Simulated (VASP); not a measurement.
Input of a VASP 6.6.1 run:

Contents of INCAR:

```
SYSTEM = CO
ALGO     = Normal         ! electronic algorithm
EDIFF    = 1E-6           ! SCF threshold, eV
EDIFFG   = -0.02          ! ionic threshold
ENCUT    = 520            ! plane-wave cutoff, eV
GGA      = PE             ! functional
IBRION   = 2              ! ionic algorithm
ISIF     = 2              ! what is computed and relaxed
ISMEAR   = -1             ! smearing method
LASPH    = .True.         ! aspherical terms in the spheres
LCHARG   = .False.        ! write CHGCAR
LREAL    = .False.        ! projectors in reciprocal space
LWAVE    = .False.        ! write WAVECAR
NELM     = 80             ! most SCF steps
NSW      = 80             ! ionic steps
PREC     = Accurate       ! precision mode
SIGMA    = 0.05           ! smearing width, eV
```

KPOINTS

```
k-points
0
Gamma
  5 5 5
  0 0 0
```

The input POSCAR:

```
CO
1.0
    5.6300000000      0.0000000000      0.0000000000
    0.0000000000      5.6300000000      0.0000000000
    0.0000000000      0.0000000000      5.6300000000
C O
4 4
Direct
    0.9580000000      0.9580000000      0.9580000000
    0.5420000000      0.0420000000      0.4580000000
    0.4580000000      0.5420000000      0.0420000000
    0.0420000000      0.4580000000      0.5420000000
    0.0670000000      0.0670000000      0.0670000000
    0.4330000000      0.9330000000      0.5670000000
    0.5670000000      0.4330000000      0.9330000000
    0.9330000000      0.5670000000      0.4330000000
```

Potentials or basis: VASP PAW PBE potentials, release 64 (C, O).

Command:

```sh
$ cat potpaw_PBE.64/C/POTCAR potpaw_PBE.64/O/POTCAR > POTCAR
$ mpirun -np 1 vasp_std > vasp.out
```

What does it give for the band gap on the k mesh?

5.92 eV (least direct gap 5.92 eV).

Forces on the atoms (eV/Å):
```
C    0.011  0.011  0.011
C   -0.011 -0.011  0.011
C    0.011 -0.011 -0.011
C   -0.011  0.011 -0.011
O    0.008  0.008  0.008
O   -0.008 -0.008  0.008
O    0.008 -0.008 -0.008
O   -0.008  0.008 -0.008
```

Caveat: an odd mesh through Γ misses points on the zone boundary, where band edges can lie.
